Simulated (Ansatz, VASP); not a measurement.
## YbN: VASP beside Ansatz

File INCAR:

```
PREC = Accurate
ENCUT = 520
EDIFF = 1E-7
ISMEAR = 0
SIGMA = 0.05
LREAL = False
LASPH = True
NELM = 150
ALGO = Normal
ISIF = 2
LWAVE = False
LCHARG = False
ISPIN = 2
MAGMOM = 1 0
LORBIT = 11
LMAXMIX = 6
LDAU = True
LDAUTYPE = 1
LDAUL = 3 -1
LDAUU = 7 0
LDAUJ = 0.5 0
LDAUPRINT = 1
GGA = CA
NBANDS = 26
```

KPOINTS

```
Automatic mesh
0
Gamma
  6 6 6
```

File POSCAR:

```
YbN
1.0
    0.0000000000      2.6528496000      2.6528496000
    2.6528496000      0.0000000000      2.6528496000
    2.6528496000      2.6528496000      0.0000000000
Yb N
1 1
Direct
    0.0000000000      0.0000000000      0.0000000000
    0.2500000000      0.2500000000      0.2500000000
```

Input for Ansatz:

```yaml
crystal:
  lattice:
    - [0.0, 2.6528496, 2.6528496]
    - [2.6528496, 0.0, 2.6528496]
    - [2.6528496, 2.6528496, 0.0]
  atoms:
    - { symbol: Yb, position: [0.0, 0.0, 0.0], spin: 1.0 }
    - { symbol: "N", position: [0.25, 0.25, 0.25] }
basis:
  ecutwfc: 420
  ecutrho_ratio: 4
kpoints:
  mp_grid: { grid: [6, 6, 6] }
hamiltonian:
  xc: lda
  hubbard: { sites: [{ site: 0, l: f, u: 7.0, j: 0.5 }] }
scf:
  occupations: { method: gaussian, width: 0.05 }
output:
  forces: true
  stress: true
  eigenvalues: true
  populations: true
  hubbard: { sites: [{ site: 0, l: f }] }
magnetization:
  spin_polarized: true
```

Alike in both runs: task single point; functional LDA; k mesh 6 × 6 × 6; occupations gaussian, width 0.05 eV; collinear spin; Hubbard terms Yb f U = 7.0 eV, J = 0.5 eV.

```csv
,VASP,Ansatz
version,VASP 6.6.1,Ansatz 0.2.0
potentials or method,"VASP PAW PBE potentials, release 64 (Yb, N), cutoff 520 eV","scalar-relativistic, plane waves, PAW"
valence electrons in the cell,29,29
```

```csv
,VASP,Ansatz,Ansatz less VASP
pressure (GPa),-10.8,-15.3,-4.46
"traceless stress, the component that is largest in VASP (GPa)",0.00,-0.12,-0.119
net moment per atom (μB),0.50,0.50,0.000
size of the moment on the site where the two differ most (μB),0.49,0.97,+0.479
```

VASP's potentials were made for PBE, not for LDA. LDA's correlation is that of Perdew and Zunger in VASP and of Perdew and Wang (1992) in Ansatz. Site moments also hang on the region over which each program counts them. The programs project onto different local orbitals, so the same U acts differently, and such runs can settle in different states. Ansatz's warnings: reached outside group.

Spin-orbit coupling is off throughout.
